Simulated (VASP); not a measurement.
Input of a VASP 6.6.1 run:

INCAR

```
SYSTEM = Cu
  PREC = Accurate
  ENCUT = 600
  EDIFF = 1E-6
  ISMEAR = -1
  SIGMA = 0.1
  LREAL = .False.
  LASPH = .True.
  NELM = 60
  ALGO = Normal
  ISIF = 3
  LWAVE = .False.
  LCHARG = .False.
  GGA = PS
  IBRION = 2
  NSW = 50
  EDIFFG = -0.03
  PSTRESS = 600.0
```

KPOINTS

```
regular mesh
0
Gamma
  10 10 10
  0 0 0
```

POSCAR

```
Cu
1.0
    2.3500000000      0.0000000000      0.0000000000
    0.0000000000      2.3500000000      0.0000000000
    0.0000000000      0.0000000000      2.3500000000
Cu
1
Direct
    0.0000000000      0.0000000000      0.0000000000
```

Potentials or basis: VASP PAW PBE potentials, release 64 (Cu).

The run is started by

```sh
$ cat potpaw_PBE.64/Cu/POTCAR > POTCAR
$ mpirun -np 1 vasp_std > vasp.out
```

Problem. Predict the relaxed cell.

Solution. a = 2.168 Å, b = 2.168 Å, c = 2.168 Å, α = 90.00°, β = 90.00°, γ = 90.00°.

Problem. Estimate the relaxed volume.

Solution. 10.19 Å³/atom.

Problem. Predict the space group after relaxing (to 0.05 Å).

Solution. Pm-3m (No. 221).

Final structure:
```yaml
crystal:
  lattice:
    - [2.16828, 0.00000, 0.00000]
    - [0.00000, 2.16828, 0.00000]
    - [0.00000, 0.00000, 2.16828]
  atoms:
    - { symbol: Cu, position: [0.00000, 0.00000, 0.00000] }
```

Caveat: the cell is relaxed towards a set pressure, so the enthalpy falls and the energy may rise; the volume moved by over 15 % at a fixed basis, so the end points are rough; the PAW data sets were made with another functional, which shifts forces and pressure a little.
